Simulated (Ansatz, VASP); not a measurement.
# K in VASP and in Ansatz

```
K
1.0
    -2.60491    2.60491    2.61800
     2.60491   -2.60491    2.61800
     2.63109    2.63109   -2.61800
K
1
Direct
  0.00000 0.00000 0.00000
```

Change from the starting cell: strain +0.0100 x Voigt [0, 0, 0, 0, 0, 1], atoms carried along.

Alike in both runs: task single point; functional PBE; k mesh 14 × 14 × 14; occupations gaussian, width 0.15 eV; no spin polarisation.

|  | VASP | Ansatz |
| --- | --- | --- |
| version | VASP 6.6.1 | Ansatz 0.2.0 |
| potentials or method | VASP PAW PBE potentials, release 64 (K_sv), cutoff 520 eV | scalar-relativistic, plane waves, PAW |
| valence electrons in the cell | 9 | 9 |

```tsv
	VASP	Ansatz	Ansatz less VASP
gap on the k mesh at the Fermi level (eV)	none	none	-
pressure (GPa)	0.1	0.1	0.00
```

A gap of «none» marks a metal or a gap that the smearing closes.
